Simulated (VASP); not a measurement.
Runs of VASP 6.6.1 on BN. The structure is that of space group P6_3/mmc (No. 194), or close to it. The cells are those of the table. 

```tsv
task	level	cell	k mesh	cutoff (eV)	smearing	k mesh for the DOS	occupations for the DOS	gap on the mesh (eV)	pressure (GPa)	relaxed volume (Å³/atom)
relaxation of cell and atoms	PBE	relaxed from a = 2.512, b = 2.512, c = 8.334 Å, angles 90.0, 90.0, 120.0°, 4 atoms	12 × 12 × 4	600	gaussian 0.01 eV	-	-	4.50	0.0	10.73
single point	PBE	a = 2.512, b = 2.512, c = 8.492 Å, angles 90.0, 90.0, 120.0°, 4 atoms	12 × 12 × 4	520	gaussian 0.01 eV	-	-	4.36	0.1	-
relaxation of cell and atoms	PBE	relaxed from a = 2.512, b = 2.512, c = 7.847 Å, angles 90.0, 90.0, 120.0°, 4 atoms	12 × 12 × 4	600	gaussian 0.02 eV	-	-	4.50	0.0	-
single point	r2SCAN	a = 2.512, b = 2.512, c = 8.334 Å, angles 90.0, 90.0, 120.0°, 4 atoms	12 × 12 × 4	520	gaussian 0.02 eV	-	-	4.64	(b)	-
single point	PBE	a = 2.512, b = 2.512, c = 8.334 Å, angles 90.0, 90.0, 120.0°, 4 atoms	12 × 12 × 4	520	gaussian 0.02 eV	-	-	(c)	0.1	-
single point	PBE	a = 2.512, b = 7.847 Å, angles 90.0, 120.0, 90.0°, 4 atoms	8 × 4 × 8	520	gaussian 0.1 eV	-	-	4.60	0.2	-
relaxation of cell and atoms	PBE	relaxed from a = 2.512, b = 2.512, c = 8.334 Å, angles 90.0, 90.0, 120.0°, 4 atoms	12 × 12 × 4	600	gaussian 0.02 eV	-	-	(a)	0.1	10.72
```

Alike in all rows: potentials or basis VASP PAW PBE potentials, release 64 (B, N); no spin polarisation.

**Question.** Estimate the missing entries.

**Answer.** (a) 4.51; (b) -2.7; (c) 4.40.

Caveats: this functional lacks dispersion, which binds the layers, so the pressure and a relaxed spacing across them are unreliable (some runs); the relaxation stopped at its first step, so nothing moved (some runs); the PAW data sets were made with another functional, which shifts forces and pressure a little (some runs).

A k mesh can miss the band edges.
